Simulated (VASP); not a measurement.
# CdSe (F-43m) in VASP: settings compared, part 2 of 2

VASP 6.6.1.

### Step 4. Single point, PBEsol

File INCAR:

```
SYSTEM = CdSe
ALGO     = Normal         ! electronic algorithm
EDIFF    = 1E-6           ! SCF threshold, eV
ENCUT    = 500            ! plane-wave cutoff, eV
GGA      = PS             ! functional
GGA_COMPAT= .FALSE.      
ISIF     = 2              ! what is computed and relaxed
ISMEAR   = 0              ! smearing method
LASPH    = .TRUE.         ! aspherical terms in the spheres
LCHARG   = .FALSE.        ! write CHGCAR
LREAL    = .FALSE.        ! projectors in reciprocal space
LWAVE    = .FALSE.        ! write WAVECAR
NBANDS   = 16             ! bands
NELM     = 120            ! most SCF steps
PREC     = Accurate       ! precision mode
SIGMA    = 0.01           ! smearing width, eV
```

File KPOINTS:

```
k-points
0
G
  5 5 5
  0 0 0
```

File POSCAR:

```
CdSe
1.0
    0.0000000000      3.0702700000      3.0702700000
    3.0702700000      0.0000000000      3.0702700000
    3.0702700000      3.0702700000      0.0000000000
Cd Se
1 1
Direct
    0.0000000000      0.0000000000      0.0000000000
    0.7500000000      0.7500000000      0.7500000000
```

Potentials or basis: VASP PAW PBE potentials, release 64 (Cd, Se).

The run is started by

```bash
$ cat potpaw_PBE.64/Cd/POTCAR potpaw_PBE.64/Se/POTCAR > POTCAR
$ mpirun -np 1 vasp_std > vasp.out
```

OUTCAR:

```text
SYSTEM = CdSe
   EDIFF = 1E-6
   ENCUT = 500
   GGA = PS
   ISIF = 2
   ISMEAR = 0
   LASPH = .TRUE.
   LREAL = .FALSE.
   NELM = 120
   PREC = Accurate

 ion  position               nearest neighbor table
   1  0.000  0.000  0.000-   2 2.66   2 2.66   2 2.66   2 2.66
   2  0.750  0.750  0.750-   1 2.66   1 2.66   1 2.66   1 2.66

  LATTYP: Found a face centered cubic cell.
 ALAT       =     6.1405400000

  Lattice vectors:

 A1 = (   0.0000000000,   3.0702700000,   3.0702700000)
 A2 = (   3.0702700000,   0.0000000000,   3.0702700000)
 A3 = (   3.0702700000,   3.0702700000,   0.0000000000)

Analysis of symmetry for initial positions (statically):
=====================================================================
 Subroutine PRICEL returns:
 Original cell was already a primitive cell.

 Routine SETGRP: Setting up the symmetry group for a
 face centered cubic supercell.

 Subroutine GETGRP returns: Found 24 space group operations
 (whereof 24 operations were pure point group operations)
 out of a pool of 48 trial point group operations.

The static configuration has the point symmetry T_d .

Analysis of symmetry for dynamics (positions and initial velocities):
[... 145 lines left out ...]

 val. band max:        0.5997278866   @ k =   0.0000   0.0000   0.0000
 cond. band min:       1.0200754178   @ k =   0.0000   0.0000   0.0000
 fundamental gap:      0.4203475313
 Fermi energy:         0.6527301450

 k-point     1 :       0.0000    0.0000    0.0000
  band No.  band energies     occupation
      1     -11.8648      2.00000
      2      -7.2290      2.00000
      3      -7.2290      2.00000
      4      -7.2290      2.00000
      5      -6.8789      2.00000
      6      -6.8789      2.00000
[... 167 lines left out ...]
      3      -7.0610      2.00000
      4      -6.9267      2.00000
      5      -6.8605      2.00000
      6      -6.5081      2.00000
[... 8 lines left out ...]
     15      12.1424      0.00000
     16      14.0977      0.00000

------------------------ aborting loop because EDIFF is reached ----------------------------------------

  FORCE on cell =-STRESS in cart. coord.  units (eV):
  Direction    XX          YY          ZZ          XY          YZ          ZX
  --------------------------------------------------------------------------------------
  -------------------------------------------------------------------------------------
  Total       -0.3864363     -0.3864363     -0.3864363     -0.0000000      0.0000000     -0.0000000
  in kB      -10.6961827    -10.6961827    -10.6961827     -0.0000000      0.0000000     -0.0000000
  external PRESSURE =     -10.6961827 kB  Pullay stress =       0.0000000 kB

 VOLUME and BASIS-vectors are now :
 -----------------------------------------------------------------------------
  energy-cutoff  :      500.00
  volume of cell :       57.88
      direct lattice vectors                 reciprocal lattice vectors
     0.000000000  3.070270000  3.070270000    -0.162852127  0.162852127  0.162852127
     3.070270000  0.000000000  3.070270000     0.162852127 -0.162852127  0.162852127
     3.070270000  3.070270000  0.000000000     0.162852127  0.162852127 -0.162852127

 POSITION                                       TOTAL-FORCE (eV/Angst)
 -----------------------------------------------------------------------------------
      0.00000      0.00000      0.00000        -0.000000     -0.000000     -0.000000
      4.60540      4.60540      4.60540         0.000000      0.000000      0.000000
 -----------------------------------------------------------------------------------
    total drift:                               -0.000000     -0.000000     -0.000000

  FREE ENERGIE OF THE ION-ELECTRON SYSTEM (eV)
  ---------------------------------------------------
  free  energy   TOTEN  =        -6.1584624009 eV

  energy  without entropy=       -6.1584624009  energy(sigma->0) =       -6.15846240
```

OSZICAR:

```text
N       E                     dE             d eps       ncg     rms          rms(c)
DAV:   1     0.108783562973E+03    0.10878E+03   -0.85996E+03   320   0.979E+02
DAV:   2    -0.255954294659E+01   -0.11134E+03   -0.10500E+03   392   0.247E+02
DAV:   3    -0.653115592735E+01   -0.39716E+01   -0.39669E+01   392   0.497E+01
DAV:   4    -0.654668513335E+01   -0.15529E-01   -0.15529E-01   384   0.312E+00
DAV:   5    -0.654678313996E+01   -0.98007E-04   -0.98006E-04   408   0.215E-01    0.560E+00
DAV:   6    -0.618306655801E+01    0.36372E+00   -0.57992E-01   456   0.960E+00    0.458E+00
DAV:   7    -0.615974289240E+01    0.23324E-01   -0.12701E-01   384   0.244E+00    0.209E+00
DAV:   8    -0.615848674483E+01    0.12561E-02   -0.12880E-02   344   0.137E+00    0.216E-01
DAV:   9    -0.615840959872E+01    0.77146E-04   -0.13799E-03   376   0.487E-01    0.440E-02
DAV:  10    -0.615843413904E+01   -0.24540E-04   -0.14587E-04   368   0.155E-01    0.393E-02
DAV:  11    -0.615846291715E+01   -0.28778E-04   -0.49492E-05   384   0.507E-02    0.172E-02
DAV:  12    -0.615846240093E+01    0.51621E-06   -0.15284E-06   352   0.151E-02
   1 F= -.61584624E+01 E0= -.61584624E+01  d E =-.853525E-16
```

It took 17 s on 1 thread of Intel Xeon 8259CL, shared host; peak memory 0.17 GiB.

Results:

| Item | Value |
| --- | --- |
| Free energy | -6.1585 eV |
| Pressure | -1.1 GPa |
| Band gap on the k mesh | 0.42 eV, direct |

Caveat: the PAW data sets were made with another functional, which shifts forces and pressure a little. As with any semilocal functional, this PBEsol gap is likely too small.

### Step 5. Overview

| level | gap on the mesh (eV) | pressure (GPa) |
| --- | --- | --- |
| PBE | 0.54 | 1.6 |
| BLYP | 0.50 | 4.4 |
| PBEsol | 0.42 | -1.1 |

Alike in all rows: task single point; potentials or basis VASP PAW PBE potentials, release 64 (Cd, Se); no spin polarisation; cell as given; k mesh 5 × 5 × 5; cutoff (eV) 500; smearing gaussian 0.01 eV.

On the cell as given the gap runs from 0.42 eV (PBEsol) to 0.54 eV (PBE). The pressure there spans -1.1 GPa (PBEsol) to 4.4 GPa (BLYP); a positive pressure means that this level wants a larger cell, a negative one a smaller.

Caveats: the PAW data sets were made with another functional, which shifts forces and pressure a little (some runs).

Absolute energies hang on the potentials; compare differences alone.
